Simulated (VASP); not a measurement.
Crystal: LaAl2N3.

```
La Al N
1.0
     3.50099    0.00000    0.00000
    -1.75049    3.03195    0.00000
     0.00000    0.00000    8.58778
La Al N
1 2 3
Direct
  0.00000 0.00000 0.00000
  0.33333 0.66667 0.66169
  0.66667 0.33333 0.33831
  0.00000 0.00000 0.50000
  0.33333 0.66667 0.17698
  0.66667 0.33333 0.82302
```

| Item | Value |
| --- | --- |
| Program | VASP 6.6.1 |
| Task | relaxation of cell and atoms |
| Functional | PBE |
| Potentials or basis | VASP PAW PBE potentials, release 64 (La, Al, N) |
| Cutoff | 600 eV |
| k mesh | 6 × 6 × 2 |
| Occupations | gaussian, width 0.1 eV |
| Spin | no spin polarisation |

At the start: pressure -22.4 GPa; volume 15.19 Å³/atom.

Problem. Where does the relaxation end?

Solution. Over 11 steps the energy falls by 457.6 meV/atom and the volume is 11.37 Å³/atom (-25.1 %); space group P-3m1 (No. 164, to 0.05 Å).

The path:
```csv
step,energy change (eV),largest force (eV/Å),pressure (GPa),volume (Å³)
1,0.0000,1.6538,-22.36,91.16
2,-1.5914,3.8348,19.80,65.92
3,-1.8445,3.2345,3.33,71.43
4,-2.5396,1.1216,3.60,68.57
5,-2.6048,1.0583,4.27,67.53
6,-2.7098,0.3681,-4.90,70.20
7,-2.7309,0.0301,-2.50,69.42
8,-2.7434,0.1612,0.58,68.02
9,-2.7446,0.1169,-0.14,68.34
10,-2.7453,0.0406,0.11,68.22
11,-2.7454,0.0116,0.21,68.25
```

Final structure:
```
La Al N
1.0
     3.15822    0.00000    0.00000
    -1.57911    2.73510    0.00000
     0.00000    0.00000    7.90072
La Al N
1 2 3
Direct
  0.00000 0.00000 0.00000
  0.33333 0.66667 0.64777
  0.66667 0.33333 0.35223
  0.00000 0.00000 0.50000
  0.33333 0.66667 0.21633
  0.66667 0.33333 0.78367
```

Caveat: the k points lie up to 0.40 Å⁻¹ apart in the final cell; the volume moved by over 15 % at a fixed basis, so the end points are rough.
